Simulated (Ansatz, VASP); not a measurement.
**Two plane-wave programs on SnSe**

```
Sn Se
1.0
    11.85665    0.00000    0.00000
     0.00000    4.17077    0.00000
     0.00000    0.00000    4.73496
Sn Se
4 4
Direct
  0.62310 0.75000 0.37485
  0.87690 0.25000 0.87485
  0.37690 0.25000 0.62515
  0.12310 0.75000 0.12515
  0.14932 0.25000 0.50798
  0.64932 0.25000 0.99202
  0.35068 0.75000 0.00798
  0.85068 0.75000 0.49202
```

Change from the starting cell: hydrostatic strain +1.0%.

Alike in both runs: task single point; functional r2SCAN; k mesh 2 × 6 × 6; no spin polarisation.

|  | VASP | Ansatz |
| --- | --- | --- |
| version | VASP 6.6.1 | Ansatz 0.2.0 |
| potentials or method | VASP PAW PBE potentials, release 64 (Sn_d, Se) | plane waves, PAW |
| plane-wave cutoff (eV) | 520 | 500 |
| occupations | gaussian, width 0.01 eV | fixed |
| valence electrons in the cell | 80 | 120 |

```tsv
	VASP	Ansatz	Ansatz less VASP
gap on the k mesh at the Fermi level (eV)	1.18	1.18	+0.004
pressure (GPa)	-0.7	-0.7	-0.03
traceless stress, the component that is largest in VASP (GPa)	-0.29	-0.29	+0.006
rms of the force components (eV/Å)	0.010	0.001	-0.0092
```

VASP's potentials were made for PBE, not for r2SCAN. Atom by atom the forces differ by 0.010 eV/Å (rms over components). VASP's potentials hold 80 valence electrons a cell and Ansatz's 120, so a difference there can come from the potentials and not from the codes.
